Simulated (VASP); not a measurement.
**IrAuC6N6: single point with PBE**

The system is IrAuC6N6.

```
Ir C Au N
1.0
     0.00000    5.37079    5.37079
     5.37079    0.00000    5.37079
     5.37079    5.37079    0.00000
Ir C Au N
1 6 1 6
Cartesian
  5.3708 5.3708 5.3708
  2.2124 5.3708 5.3708
  5.3708 2.2124 5.3708
  5.3708 5.3708 2.2124
  8.5291 5.3708 5.3708
  5.3708 8.5291 5.3708
  5.3708 5.3708 8.5291
  0.0000 0.0000 0.0000
  3.3767 5.3708 5.3708
  5.3708 3.3767 5.3708
  5.3708 5.3708 3.3767
  7.3649 5.3708 5.3708
  5.3708 7.3649 5.3708
  5.3708 5.3708 7.3649
```

* Program: VASP 6.6.1
* Task: single point
* Functional: PBE
* Potentials or basis: VASP PAW PBE potentials, release 64 (Ir, C, Au, N)
* Cutoff: 520 eV
* k mesh: 6 × 6 × 6
* Occupations: gaussian, width 0.1 eV
* Spin: no spin polarisation
* Dipole correction: no
* Further INCAR settings: ALGO = Normal; EDIFF = 1e-07; NBANDS = 50

```
Pressure               : 0.5 GPa
Largest force          : 0.406 eV/Å
Band gap on the k mesh : zero (bands 37 and 38 overlap by 0.35 eV)
```

Forces on the atoms (eV/Å):
```
Ir   0.000  0.000  0.000
C   -0.406  0.000  0.000
C    0.000 -0.406  0.000
C    0.000  0.000 -0.406
C    0.406  0.000  0.000
C    0.000  0.406  0.000
C    0.000  0.000  0.406
Au   0.000  0.000  0.000
N    0.294  0.000  0.000
N    0.000  0.294  0.000
N    0.000  0.000  0.294
N   -0.294  0.000  0.000
N    0.000 -0.294  0.000
N    0.000  0.000 -0.294
```

Levels at points of the mesh, in eV from the Fermi level:
```csv
k point,band 34,band 35,band 36,band 37,band 38,band 39,band 40,band 41
"(0.00, 0.00, 0.00)",-2.07,-2.07,-2.07,-0.21,-0.21,3.15,3.15,3.15
"(0.50, 0.00, 0.00)",-2.10,-2.10,-2.10,0.14,0.14,2.88,2.88,3.10
"(0.50, 0.50, 0.00)",-2.07,-1.94,-1.94,-0.20,-0.04,2.75,3.01,3.20
```

It took 6.8 min on 1 thread of Intel(R) Xeon(R) Platinum 8259CL CPU @ 2.50GHz (Skylake/Cascade Lake), on a shared host, peak memory 0.59 GiB.

Caveat: spin-orbit coupling is left out, which moves the levels of the heavy elements.
